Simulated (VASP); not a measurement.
# CdS (Hawleyite) (F-43m) in VASP: settings compared

The runs below take CdS (Hawleyite) through single point, with revPBE+D3(BJ), BLYP+D4.

Program: VASP 6.6.1. These are calculated values, not measurements. Logs are shortened: lines on timing, memory, paths and dates and some standing lists are left out, and cuts for length are marked.

## 1. The cell of the first run

Symmetry: F-43m, No. 216, cubic system. Conventional cell: a = 5.754 Å, b = 5.754 Å, c = 5.754 Å, α = 90.00°, β = 90.00°, γ = 90.00°. Within 3.3 Å of Cd (site symmetry -43m) lie 4 S at 2.49 Å. Within 3.3 Å of S (site symmetry -43m) lie 4 Cd at 2.49 Å.

## 2. Single point, revPBE+D3(BJ)

File INCAR:

```
PREC = Accurate
ENCUT = 520
EDIFF = 1E-6
ISMEAR = -1
SIGMA = 0.05
LREAL = F
LASPH = T
NELM = 60
ALGO = Normal
ISIF = 2
LWAVE = F
LCHARG = F
GGA = RE
IVDW = 12
NBANDS = 16
```

File KPOINTS:

```
Automatic mesh
0
Gamma
  8 8 8
```

File POSCAR:

```
CdS
1.0
    0.0000000000      2.8770830059      2.8770830059
    2.8770830059      0.0000000000      2.8770830059
    2.8770830059      2.8770830059      0.0000000000
Cd S
1 1
Direct
    0.0000000000      0.0000000000      0.0000000000
    0.7500000000      0.7500000000      0.7500000000
```

Potentials or basis: VASP PAW PBE potentials, release 64 (Cd, S).

Launch:

```
cat potpaw_PBE.64/Cd/POTCAR potpaw_PBE.64/S/POTCAR > POTCAR
mpirun -np 1 vasp_std > vasp.out
```

OUTCAR:

```text
PREC = Accurate
   ENCUT = 520
   EDIFF = 1E-6
   ISMEAR = -1
   LREAL = F
   LASPH = T
   NELM = 60
   ISIF = 2
   GGA = RE
   IVDW = 12
 IVDW          = 12

 ion  position               nearest neighbor table
   1  0.000  0.000  0.000-   2 2.49   2 2.49   2 2.49   2 2.49
   2  0.750  0.750  0.750-   1 2.49   1 2.49   1 2.49   1 2.49

  LATTYP: Found a face centered cubic cell.
 ALAT       =     5.7541660118

  Lattice vectors:

 A1 = (   0.0000000000,   2.8770830059,   2.8770830059)
 A2 = (   2.8770830059,   0.0000000000,   2.8770830059)
 A3 = (   2.8770830059,   2.8770830059,   0.0000000000)

Analysis of symmetry for initial positions (statically):
=====================================================================
 Subroutine PRICEL returns:
 Original cell was already a primitive cell.

 Routine SETGRP: Setting up the symmetry group for a
 face centered cubic supercell.

 Subroutine GETGRP returns: Found 24 space group operations
 (whereof 24 operations were pure point group operations)
 out of a pool of 48 trial point group operations.

The static configuration has the point symmetry T_d .

Analysis of symmetry for dynamics (positions and initial velocities):
=====================================================================
 Subroutine PRICEL returns:
 Original cell was already a primitive cell.

 Routine SETGRP: Setting up the symmetry group for a
 face centered cubic supercell.

 Subroutine GETGRP returns: Found 24 space group operations
 (whereof 24 operations were pure point group operations)
 out of a pool of 48 trial point group operations.

The dynamic configuration has the point symmetry T_d .

 Subroutine INISYM returns: Found 24 space group operations
 (whereof 24 operations are pure point group operations),
 and found     1 'primitive' translations

----------------------------------------------------------------------------------------

                                     Primitive cell

  volume of cell :      47.6307

  direct lattice vectors                    reciprocal lattice vectors
     0.000000000  2.877083006  2.877083006    -0.173787131  0.173787131  0.173787131
     2.877083006  0.000000000  2.877083006     0.173787131 -0.173787131  0.173787131
     2.877083006  2.877083006  0.000000000     0.173787131  0.173787131 -0.173787131

  length of vectors
     4.068809807  4.068809807  4.068809807     0.301008140  0.301008140  0.301008140

  position of ions in fractional coordinates (direct lattice)
     0.000000000  0.000000000  0.000000000
     0.750000000  0.750000000  0.750000000

  ion indices of the primitive-cell ions
   primitive index   ion index
                 1           1
                 2           2

----------------------------------------------------------------------------------------

 KPOINTS: Automatic mesh

Automatic generation of k-mesh.
 Grid dimensions read from file:
 generate k-points for:    8    8    8

 Generating k-lattice:

  Cartesian coordinates                     Fractional coordinates (reciprocal lattice)
    -0.021723391  0.021723391  0.021723391     0.125000000  0.000000000  0.000000000
     0.021723391 -0.021723391  0.021723391     0.000000000  0.125000000  0.000000000
     0.021723391  0.021723391 -0.021723391     0.000000000  0.000000000  0.125000000

  Length of vectors
     0.037626017  0.037626017  0.037626017

  Shift w.r.t. Gamma in fractional coordinates (k-lattice)
     0.000000000  0.000000000  0.000000000

 Subroutine IBZKPT returns following result:
 ===========================================

 Found     29 irreducible k-points:

 Following reciprocal coordinates:
            Coordinates               Weight
  0.000000  0.000000  0.000000      1.000000
  0.125000  0.000000  0.000000      8.000000
  0.250000  0.000000  0.000000      8.000000
  0.375000  0.000000  0.000000      8.000000
  0.500000  0.000000  0.000000      4.000000
  0.125000  0.125000  0.000000      6.000000
[... 16 lines left out ...]
  0.500000  0.250000  0.125000     48.000000
 -0.375000  0.250000  0.125000     24.000000
 [... further k-points ...]
   k-points           NKPTS =     29   k-points in BZ     NKDIM =     29   number of bands    NBANDS=     16
   number of dos      NEDOS =    301   number of ions     NIONS =      2
   total plane-waves  NPLWV =  27000
   dimension x,y,z NGX =    30 NGY =   30 NGZ =   30
   dimension x,y,z NGXF=    60 NGYF=   60 NGZF=   60
   ions per type =               1   1
   NGX,Y,Z   is equivalent  to a cutoff of  12.26, 12.26, 12.26 a.u.
   NGXF,Y,Z  is equivalent  to a cutoff of  24.52, 24.52, 24.52 a.u.
 SYSTEM =  unknown system
   PREC   = accura    normal or accurate (medium, high low for compatibility)
   ISTART =      0    job   : 0-new  1-cont  2-samecut
   ICHARG =      2    charge: 1-file 2-atom 10-const
   ISPIN  =      1    spin polarized calculation?
   LNONCOLLINEAR =      F non collinear calculations
   LSORBIT =      F    spin-orbit coupling
   LASPH  =      T    aspherical Exc in radial PAW
   ENCUT  =  520.0 eV  38.22 Ry    6.18 a.u.   7.57  7.57  7.57*2*pi/ulx,y,z
   NELM   =     60;   NELMIN=  2; NELMDL= -5     # of ELM steps
   EDIFF  = 0.1E-05   stopping-criterion for ELM
   LREAL  =      F    real-space projection
   EDIFFG = 0.1E-04   stopping-criterion for IOM
   NSW    =      0    number of steps for IOM
   IBRION =     -1    ionic relax: 0-MD 1-quasi-New 2-CG
   NFREE  =      0    steps in history (QN), initial steepest desc. (CG)
   ISIF   =      2    stress and relaxation
   ISYM   =      2    0-nonsym 1-usesym 2-fastsym
   POTIM  = 0.5000    time-step for ionic-motion
   TEBEG  =    0.0;   TEEND  =   0.0 temperature during run
   PSTRESS=    0.0 pullay stress
   NELECT =      18.0000    total number of electrons
   NUPDOWN=      -1.0000    fix difference up-down
   EMIN   =  10.00;   EMAX   =-10.00  energy-range for DOS
   EFERMI =   0.00;   METHOD = LEGACY
   ISMEAR =    -1;   SIGMA  =   0.05  broadening in eV -4-tet -1-fermi 0-gaus
   EFERMI_NEDOS =   21; number of points for ismear=-14 and -15
   IALGO  =     38    algorithm
   IMIX   =      4    mixing-type and parameters
     AMIX     =   0.40;   BMIX     =  1.00
     AMIX_MAG =   1.60;   BMIX_MAG =  1.00
  volume/ion in A,a.u.               =      23.82       160.71
  Fermi-wavevector in a.u.,A,eV,Ry     =   1.183595  2.236671 19.060376  1.400898
  Thomas-Fermi vector in A             =   2.319827
   LORBIT       =      0    0 simple, 1 ext, 2 COOP (PROOUT), +10 PAW based schemes
   GGA     = RE    functional components
   LHFCALC =     F    Hartree Fock is set to
   AEXX    =    0.0000 exact exchange contribution
   IVDW    =    12    specifies the selected vdW correction
   LEPSILON=     F    determine dielectric tensor
   LRPA    =     F    only Hartree local field effects (RPA)
 non-spin polarized calculation
  energy-cutoff  :      520.00
  volume of cell :       47.63
 maximum number of plane-waves:      1303
   NGX = 15   NGY = 15   NGZ = 15

 number of electron      18.0000008 magnetization

 Free energy of the ion-electron system (eV)
  ---------------------------------------------------
  ext. energy  EPLUGINS =         0.00000000
  ---------------------------------------------------
  free energy    TOTEN  =        -5.45347294 eV

  energy without entropy =       -5.45347293  energy(sigma->0) =       -5.45347294

 E-fermi :   2.4849     XC(G=0):  -9.1667

 val. band max:        1.7609968937   @ k =   0.0000   0.0000   0.0000
 cond. band min:       3.1338549035   @ k =   0.0000   0.0000   0.0000
 fundamental gap:      1.3728580099
 Fermi energy:         2.4848963931

 k-point     1 :       0.0000    0.0000    0.0000
  band No.  band energies     occupation
      1     -10.8520      2.00000
      2      -6.1250      2.00000
      3      -6.1250      2.00000
      4      -6.1250      2.00000
      5      -5.5889      2.00000
      6      -5.5889      2.00000
[... 8 lines left out ...]
     15      13.2936      0.00000
     16      13.6286      0.00000

 k-point     2 :       0.1250    0.0000    0.0000
  band No.  band energies     occupation
      1     -10.7853      2.00000
      2      -6.1001      2.00000
      3      -6.1001      2.00000
      4      -6.0686      2.00000
      5      -5.5900      2.00000
      6      -5.5900      2.00000
[... 8 lines left out ...]
     15      12.7144      0.00000
     16      14.1314      0.00000

 k-point     3 :       0.2500    0.0000    0.0000
  band No.  band energies     occupation
      1     -10.6232      2.00000
      2      -6.0461      2.00000
      3      -6.0461      2.00000
      4      -5.8621      2.00000
      5      -5.5840      2.00000
      6      -5.5840      2.00000
[... 8 lines left out ...]
     15      12.4869      0.00000
     16      13.3903      0.00000

 k-point     4 :       0.3750    0.0000    0.0000
  band No.  band energies     occupation
      1     -10.4614      2.00000
      2      -6.0044      2.00000
      3      -6.0044      2.00000
      4      -5.5614      2.00000
      5      -5.5614      2.00000
      6      -5.4688      2.00000
[... 8 lines left out ...]
     15      13.3673      0.00000
     16      13.3673      0.00000

 k-point     5 :       0.5000    0.0000    0.0000
  band No.  band energies     occupation
      1     -10.3950      2.00000
      2      -5.9916      2.00000
      3      -5.9916      2.00000
      4      -5.5461      2.00000
      5      -5.5461      2.00000
      6      -5.1681      2.00000
[... 8 lines left out ...]
     15      14.3996      0.00000
     16      14.3996      0.00000

 k-point     6 :       0.1250    0.1250    0.0000
  band No.  band energies     occupation
      1     -10.7632      2.00000
      2      -6.0810      2.00000
      3      -6.0763      2.00000
      4      -6.0763      2.00000
      5      -5.6070      2.00000
      6      -5.5746      2.00000
[... 8 lines left out ...]
     15      13.3876      0.00000
     16      14.8558      0.00000

 k-point     7 :       0.2500    0.1250    0.0000
  band No.  band energies     occupation
      1     -10.6332      2.00000
      2      -6.0439      2.00000
      3      -6.0182      2.00000
      4      -5.9311      2.00000
      5      -5.6102      2.00000
      6      -5.5606      2.00000
[... 8 lines left out ...]
     15      13.2769      0.00000
     16      14.7851      0.00000

 k-point     8 :       0.3750    0.1250    0.0000
  band No.  band energies     occupation
      1     -10.4721      2.00000
      2      -6.0004      2.00000
      3      -5.9694      2.00000
      4      -5.6832      2.00000
      5      -5.5439      2.00000
      6      -5.5027      2.00000
[... 8 lines left out ...]
     15      13.8268      0.00000
     16      14.2177      0.00000

 k-point     9 :       0.5000    0.1250    0.0000
  band No.  band energies     occupation
      1     -10.3751      2.00000
      2      -5.9785      2.00000
      3      -5.9538      2.00000
      4      -5.5936      2.00000
      5      -5.5424      2.00000
      6      -5.1596      2.00000
[... 8 lines left out ...]
     15      14.4266      0.00000
     16      14.4425      0.00000
[... 172 lines left out ...]
 k-point    19 :       0.5000    0.3750    0.0000
  band No.  band energies     occupation
      1     -10.2753      2.00000
      2      -5.8921      2.00000
      3      -5.7700      2.00000
      4      -5.7473      2.00000
      5      -5.5061      2.00000
      6      -5.1112      2.00000
[... 8 lines left out ...]
     15      14.5037      0.00000
     16      15.6143      0.00000

 k-point    20 :      -0.3750    0.3750    0.0000
  band No.  band energies     occupation
      1     -10.2673      2.00000
      2      -5.9086      2.00000
      3      -5.7989      2.00000
      4      -5.6894      2.00000
      5      -5.5386      2.00000
      6      -4.9480      2.00000
[... 8 lines left out ...]
     15      13.8827      0.00000
     16      16.2419      0.00000

 k-point    21 :       0.5000    0.5000    0.0000
  band No.  band energies     occupation
      1     -10.2539      2.00000
      2      -5.8965      2.00000
      3      -5.7352      2.00000
      4      -5.7352      2.00000
      5      -5.4906      2.00000
      6      -5.0981      2.00000
[... 8 lines left out ...]
     15      14.1094      0.00000
     16      15.3809      0.00000

 k-point    22 :       0.3750    0.2500    0.1250
  band No.  band energies     occupation
      1     -10.5043      2.00000
      2      -5.9894      2.00000
      3      -5.9592      2.00000
      4      -5.7876      2.00000
      5      -5.5830      2.00000
      6      -5.5231      2.00000
[... 8 lines left out ...]
     15      13.8682      0.00000
     16      15.9278      0.00000

 k-point    23 :       0.5000    0.2500    0.1250
  band No.  band energies     occupation
      1     -10.3772      2.00000
      2      -5.9487      2.00000
      3      -5.9199      2.00000
      4      -5.6661      2.00000
      5      -5.5512      2.00000
      6      -5.2767      2.00000
[... 8 lines left out ...]
     15      14.8006      0.00000
     16      15.0365      0.00000

 k-point    24 :      -0.3750    0.2500    0.1250
  band No.  band energies     occupation
      1     -10.3255      2.00000
      2      -5.9435      2.00000
      3      -5.9009      2.00000
      4      -5.6182      2.00000
      5      -5.5590      2.00000
      6      -5.0424      2.00000
[... 8 lines left out ...]
     15      14.2462      0.00000
     16      15.0873      0.00000

 [... further k-points ...]

------------------------ aborting loop because EDIFF is reached ----------------------------------------

 Edisp (eV)   -1.23902

 E8    (eV) :    -0.8405

  FORCE on cell =-STRESS in cart. coord.  units (eV):
  Direction    XX          YY          ZZ          XY          YZ          ZX
  --------------------------------------------------------------------------------------
  -------------------------------------------------------------------------------------
  Total       0.93152     0.93152     0.93152     0.00000     0.00000     0.00000
  in kB      31.33394    31.33394    31.33394     0.00000     0.00000     0.00000
  external pressure =       31.33 kB  Pullay stress =        0.00 kB

 VOLUME and BASIS-vectors are now :
 -----------------------------------------------------------------------------
  energy-cutoff  :      520.00
  volume of cell :       47.63
      direct lattice vectors                 reciprocal lattice vectors
     0.000000000  2.877083006  2.877083006    -0.173787131  0.173787131  0.173787131
     2.877083006  0.000000000  2.877083006     0.173787131 -0.173787131  0.173787131
     2.877083006  2.877083006  0.000000000     0.173787131  0.173787131 -0.173787131

 POSITION                                       TOTAL-FORCE (eV/Angst)
 -----------------------------------------------------------------------------------
      0.00000      0.00000      0.00000        -0.000000      0.000000      0.000000
      4.31562      4.31562      4.31562         0.000000     -0.000000     -0.000000
 -----------------------------------------------------------------------------------
    total drift:                                0.000001      0.000001      0.000001

  FREE ENERGIE OF THE ION-ELECTRON SYSTEM (eV)
  ---------------------------------------------------
  free  energy   TOTEN  =        -6.6924941574 eV

  energy  without entropy=       -6.6924941438  energy(sigma->0) =       -6.69249415
```

Wall time 49 s (1 thread of Intel Xeon 6975P-C, shared host); peak memory 0.19 GiB.

What came out:

- Free energy: -6.6925 eV
- Pressure: 3.1 GPa
- Band gap on the k mesh: 1.37 eV, direct
- Dispersion energy per atom: -0.620 eV

Caveat: the PAW data sets were made with another functional, which shifts forces and pressure a little.

(Part 1 of 2 ends here.)
